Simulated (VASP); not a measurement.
# Hf2ZrC3 (I4/mmm) in VASP: single point with PBE

Aim: the single point of Hf2ZrC3 with PBE.

Program: VASP 6.6.1. These are calculated values, not measurements. Logs are shortened: lines on timing, memory, paths and dates and some standing lists are left out, and cuts for length are marked.

## 1. The cell of the first run

It takes space group I4/mmm (No. 139, tetragonal). Conventional cell: a = 3.303 Å, b = 3.303 Å, c = 14.016 Å, α = 90.00°, β = 90.00°, γ = 90.00°. Zr (site symmetry 4/mmm) has 6 C at 2.34 to 2.35 Å within 3.1 Å. Within 3.1 Å of Hf (site symmetry 4mm) lie 6 C at 2.32 to 2.34 Å. Within 3.1 Å of C (site symmetry 4mm) lie 5 Hf at 2.32 to 2.34 Å and 1 Zr at 2.35 Å. Within 3.1 Å of C (site symmetry 4/mmm) lie 4 Zr at 2.34 Å and 2 Hf at 2.34 Å.

## 2. Single point, PBE

Contents of INCAR:

```
ALGO = Normal
EDIFF = 1E-7
ENCUT = 520
GGA = PE
ISIF = 2
ISMEAR = 0
LASPH = True
LCHARG = True
LELF = True
LREAL = False
LVHAR = True
LWAVE = False
NBANDS = 31
NELM = 80
PREC = Accurate
SIGMA = 0.2
```

Contents of KPOINTS:

```
k-points
0
Gamma
  7 7 7
```

Contents of POSCAR:

```
Hf2ZrC3
1.0
   -1.6514218620      1.6514218620      7.0079652137
    1.6514218620     -1.6514218620      7.0079652137
    1.6514218620      1.6514218620     -7.0079652137
Zr Hf C
1 2 3
Direct
    0.0000000000      0.0000000000      0.0000000000
    0.6669833738      0.6669833738      0.0000000000
    0.3330166262      0.3330166262      0.0000000000
    0.8323582747      0.8323582747      0.0000000000
    0.1676417253      0.1676417253      0.0000000000
    0.5000000000      0.5000000000      0.0000000000
```

Potentials or basis: VASP PAW PBE potentials, release 64 (Zr_sv, Hf_pv, C).

Launch:

```bash
$ cat potpaw_PBE.64/Zr_sv/POTCAR potpaw_PBE.64/Hf_pv/POTCAR potpaw_PBE.64/C/POTCAR > POTCAR
$ mpirun -np 1 vasp_std > vasp.out
```

OUTCAR:

```text
EDIFF = 1E-7
   ENCUT = 520
   GGA = PE
   ISIF = 2
   ISMEAR = 0
   LASPH = True
   LREAL = False
   NELM = 80
   PREC = Accurate

 ion  position               nearest neighbor table
   1  0.000  0.000  0.000-   6 2.34   6 2.34   6 2.34   6 2.34   5 2.35   4 2.35   3 3.31   2 3.31
                             3 3.31   2 3.31   3 3.31   2 3.31   3 3.31   2 3.31
   2  0.667  0.667  0.000-   4 2.32   5 2.34   5 2.34   5 2.34   5 2.34   6 2.34   3 3.30   3 3.30
                             3 3.30   3 3.30   1 3.31   1 3.31   1 3.31   1 3.31
   3  0.333  0.333  0.000-   5 2.32   4 2.34   4 2.34   4 2.34   4 2.34   6 2.34   2 3.30   2 3.30
                             2 3.30   2 3.30   1 3.31   1 3.31   1 3.31   1 3.31
   4  0.832  0.832  0.000-   2 2.32   3 2.34   3 2.34   3 2.34   3 2.34   1 2.35
   5  0.168  0.168  0.000-   3 2.32   2 2.34   2 2.34   2 2.34   2 2.34   1 2.35
   6  0.500  0.500  0.000-   1 2.34   1 2.34   1 2.34   1 2.34   3 2.34   2 2.34

  LATTYP: Found a body centered tetragonal cell.
 ALAT       =     3.3028437240
 C/A-ratio  =     4.2435947924

  Lattice vectors:

 A1 = (  -1.6514218620,   1.6514218620,   7.0079652137)
 A2 = (   1.6514218620,  -1.6514218620,   7.0079652137)
 A3 = (   1.6514218620,   1.6514218620,  -7.0079652137)

Analysis of symmetry for initial positions (statically):
=====================================================================
 Subroutine PRICEL returns:
 Original cell was already a primitive cell.

 Routine SETGRP: Setting up the symmetry group for a
 body centered tetragonal supercell.

 Subroutine GETGRP returns: Found 16 space group operations
 (whereof 16 operations were pure point group operations)
 out of a pool of 16 trial point group operations.

The static configuration has the point symmetry D_4h.

Analysis of symmetry for dynamics (positions and initial velocities):
=====================================================================
 Subroutine PRICEL returns:
 Original cell was already a primitive cell.

 Routine SETGRP: Setting up the symmetry group for a
 body centered tetragonal supercell.

 Subroutine GETGRP returns: Found 16 space group operations
 (whereof 16 operations were pure point group operations)
 out of a pool of 16 trial point group operations.

The dynamic configuration has the point symmetry D_4h.

 Subroutine INISYM returns: Found 16 space group operations
 (whereof 16 operations are pure point group operations),
 and found     1 'primitive' translations

----------------------------------------------------------------------------------------

                                     Primitive cell

  volume of cell :      76.4483

  direct lattice vectors                    reciprocal lattice vectors
    -1.651421862  1.651421862  7.007965214     0.000000000  0.302769396  0.071347386
     1.651421862 -1.651421862  7.007965214     0.302769396  0.000000000  0.071347386
     1.651421862  1.651421862 -7.007965214     0.302769396  0.302769396  0.000000000

  length of vectors
     7.386877877  7.386877877  7.386877877     0.311062304  0.311062304  0.428180586

  position of ions in fractional coordinates (direct lattice)
     0.000000000  0.000000000  0.000000000
     0.666983374  0.666983374  0.000000000
     0.333016626  0.333016626  0.000000000
     0.832358275  0.832358275  0.000000000
     0.167641725  0.167641725  0.000000000
     0.500000000  0.500000000  0.000000000

  ion indices of the primitive-cell ions
   primitive index   ion index
                 1           1
                 2           2
                 3           3
                 4           4
                 5           5
                 6           6

----------------------------------------------------------------------------------------

 KPOINTS: k-points

Automatic generation of k-mesh.
 Grid dimensions read from file:
 generate k-points for:    7    7    7

 Generating k-lattice:

  Cartesian coordinates                     Fractional coordinates (reciprocal lattice)
     0.000000000  0.043252771  0.010192484     0.142857143  0.000000000  0.000000000
     0.043252771  0.000000000  0.010192484     0.000000000  0.142857143  0.000000000
     0.043252771  0.043252771  0.000000000     0.000000000  0.000000000  0.142857143

  Length of vectors
     0.044437472  0.044437472  0.061168655

  Shift w.r.t. Gamma in fractional coordinates (k-lattice)
     0.000000000  0.000000000  0.000000000

 Subroutine IBZKPT returns following result:
 ===========================================

 Found     40 irreducible k-points:

 Following reciprocal coordinates:
            Coordinates               Weight
  0.000000  0.000000  0.000000      1.000000
  0.142857  0.000000 -0.000000      8.000000
  0.285714 -0.000000  0.000000      8.000000
  0.428571  0.000000 -0.000000      8.000000
  0.142857  0.142857 -0.000000      8.000000
  0.285714  0.142857  0.000000     16.000000
[... 16 lines left out ...]
 -0.142857  0.285714  0.142857      8.000000
 -0.428571  0.428571  0.142857      8.000000
 [... further k-points ...]
   k-points           NKPTS =     40   k-points in BZ     NKDIM =     40   number of bands    NBANDS=     31
   number of dos      NEDOS =    301   number of ions     NIONS =      6
   total plane-waves  NPLWV = 175616
   dimension x,y,z NGX =    56 NGY =   56 NGZ =   56
   dimension x,y,z NGXF=   112 NGYF=  112 NGZF=  112
   ions per type =               1   2   3
   NGX,Y,Z   is equivalent  to a cutoff of  12.60, 12.60, 12.60 a.u.
   NGXF,Y,Z  is equivalent  to a cutoff of  25.21, 25.21, 25.21 a.u.
 SYSTEM =  unknown system
   PREC   = accura    normal or accurate (medium, high low for compatibility)
   ISTART =      0    job   : 0-new  1-cont  2-samecut
   ICHARG =      2    charge: 1-file 2-atom 10-const
   ISPIN  =      1    spin polarized calculation?
   LNONCOLLINEAR =      F non collinear calculations
   LSORBIT =      F    spin-orbit coupling
   LASPH  =      T    aspherical Exc in radial PAW
   ENCUT  =  520.0 eV  38.22 Ry    6.18 a.u.  13.73 13.73 13.73*2*pi/ulx,y,z
   NELM   =     80;   NELMIN=  2; NELMDL= -5     # of ELM steps
   EDIFF  = 0.1E-06   stopping-criterion for ELM
   LREAL  =      F    real-space projection
   EDIFFG = 0.1E-05   stopping-criterion for IOM
   NSW    =      0    number of steps for IOM
   IBRION =     -1    ionic relax: 0-MD 1-quasi-New 2-CG
   NFREE  =      0    steps in history (QN), initial steepest desc. (CG)
   ISIF   =      2    stress and relaxation
   ISYM   =      2    0-nonsym 1-usesym 2-fastsym
   POTIM  = 0.5000    time-step for ionic-motion
   TEBEG  =    0.0;   TEEND  =   0.0 temperature during run
   PSTRESS=    0.0 pullay stress
   NELECT =      44.0000    total number of electrons
   NUPDOWN=      -1.0000    fix difference up-down
   EMIN   =  10.00;   EMAX   =-10.00  energy-range for DOS
   EFERMI =   0.00;   METHOD = LEGACY
   ISMEAR =     0;   SIGMA  =   0.20  broadening in eV -4-tet -1-fermi 0-gaus
   EFERMI_NEDOS =   21; number of points for ismear=-14 and -15
   IALGO  =     38    algorithm
   IMIX   =      4    mixing-type and parameters
     AMIX     =   0.40;   BMIX     =  1.00
     AMIX_MAG =   1.60;   BMIX_MAG =  1.00
  volume/ion in A,a.u.               =      12.74        85.98
  Fermi-wavevector in a.u.,A,eV,Ry     =   1.361768  2.573368 25.230801  1.854412
  Thomas-Fermi vector in A             =   2.488315
   LORBIT       =      0    0 simple, 1 ext, 2 COOP (PROOUT), +10 PAW based schemes
   GGA     = PE    functional components
   LHFCALC =     F    Hartree Fock is set to
   AEXX    =    0.0000 exact exchange contribution
   IVDW    =     0    specifies the selected vdW correction
   LEPSILON=     F    determine dielectric tensor
   LRPA    =     F    only Hartree local field effects (RPA)
 non-spin polarized calculation
 Gauss-broadening in eV      SIGMA  =   0.20
  energy-cutoff  :      520.00
  volume of cell :       76.45
 maximum number of plane-waves:      2087
   NGX = 27   NGY = 27   NGZ = 27

 number of electron      44.0000002 magnetization

 Free energy of the ion-electron system (eV)
  ---------------------------------------------------
  ext. energy  EPLUGINS =         0.00000000
  ---------------------------------------------------
  free energy    TOTEN  =       -61.54296810 eV

  energy without entropy =      -61.52803338  energy(sigma->0) =      -61.53550074

 E-fermi :   7.1416     XC(G=0): -12.2201

 val. band max:        7.0650148547   @ k =  -0.4286   0.4286   0.0000
 cond. band min:       7.1468267365   @ k =  -0.4286  -0.4286   0.4286
 fundamental gap:      0.0818118818
 Fermi energy:         7.1415624432

 k-point     1 :       0.0000    0.0000    0.0000
  band No.  band energies     occupation
      1     -40.8637      2.00000
      2     -22.8612      2.00000
      3     -22.5927      2.00000
      4     -22.5927      2.00000
      5     -22.5825      2.00000
      6     -22.4814      2.00000
[... 23 lines left out ...]
     30      11.4802      0.00000
     31      11.8897      0.00000

 k-point     2 :       0.1429    0.0000   -0.0000
  band No.  band energies     occupation
      1     -40.8567      2.00000
      2     -22.8557      2.00000
      3     -22.6952      2.00000
      4     -22.5789      2.00000
      5     -22.5473      2.00000
      6     -22.5406      2.00000
[... 23 lines left out ...]
     30      12.3086      0.00000
     31      12.6357      0.00000

 k-point     3 :       0.2857   -0.0000    0.0000
  band No.  band energies     occupation
      1     -40.8410      2.00000
      2     -22.8709      2.00000
      3     -22.8430      2.00000
      4     -22.6378      2.00000
      5     -22.5532      2.00000
      6     -22.5445      2.00000
[... 703 lines left out ...]
     30      12.3701      0.00000
     31      12.7383      0.00000

 k-point    24 :      -0.4286    0.4286    0.1429
  band No.  band energies     occupation
      1     -40.8060      2.00000
      2     -22.8900      2.00000
      3     -22.8855      2.00000
      4     -22.7157      2.00000
      5     -22.6645      2.00000
      6     -22.6396      2.00000
[... 23 lines left out ...]
     30      13.2237      0.00000
     31      13.4307      0.00000

 [... further k-points ...]

------------------------ aborting loop because EDIFF is reached ----------------------------------------

  FORCE on cell =-STRESS in cart. coord.  units (eV):
  Direction    XX          YY          ZZ          XY          YZ          ZX
  --------------------------------------------------------------------------------------
  -------------------------------------------------------------------------------------
  Total       -0.1794423     -0.1794423     -0.3285706      0.0000000      0.0000000      0.0000000
  in kB       -3.7606883     -3.7606883     -6.8860683      0.0000000      0.0000000      0.0000000
  external PRESSURE =      -4.8024816 kB  Pullay stress =       0.0000000 kB

 VOLUME and BASIS-vectors are now :
 -----------------------------------------------------------------------------
  energy-cutoff  :      520.00
  volume of cell :       76.45
      direct lattice vectors                 reciprocal lattice vectors
    -1.651421862  1.651421862  7.007965214     0.000000000  0.302769396  0.071347386
     1.651421862 -1.651421862  7.007965214     0.302769396  0.000000000  0.071347386
     1.651421862  1.651421862 -7.007965214     0.302769396  0.302769396  0.000000000

 POSITION                                       TOTAL-FORCE (eV/Angst)
 -----------------------------------------------------------------------------------
      0.00000      0.00000      0.00000         0.000000      0.000000     -0.000000
      0.00000      0.00000      9.34839         0.000000      0.000000      0.036955
      0.00000      0.00000      4.66754        -0.000000     -0.000000     -0.036955
      0.00000      0.00000     11.66628         0.000000      0.000000     -0.001581
      0.00000      0.00000      2.34965         0.000000      0.000000      0.001581
      0.00000      0.00000      7.00797         0.000000      0.000000     -0.000000
 -----------------------------------------------------------------------------------
    total drift:                               -0.000000     -0.000000      0.000000

  FREE ENERGIE OF THE ION-ELECTRON SYSTEM (eV)
  ---------------------------------------------------
  free  energy   TOTEN  =       -61.5429680984 eV

  energy  without entropy=      -61.5280333787  energy(sigma->0) =      -61.53550074
```

It took 13 min on 1 thread of Intel Xeon 8259CL, shared host; peak memory 0.47 GiB.

Results:

```
Free energy            : -61.5430 eV
Pressure               : -0.5 GPa
Largest force          : 0.037 eV/Å
Band gap on the k mesh : zero (bands 22 and 23 overlap by 1.37 eV)
```

Forces in eV/Å, atoms in the order of the input:
```
Zr   0.000  0.000  0.000
Hf   0.000  0.000  0.037
Hf   0.000  0.000 -0.037
C    0.000  0.000 -0.002
C    0.000  0.000  0.002
C    0.000  0.000  0.000
```

Caveat: spin-orbit coupling is left out, which moves the levels of the heavy elements.
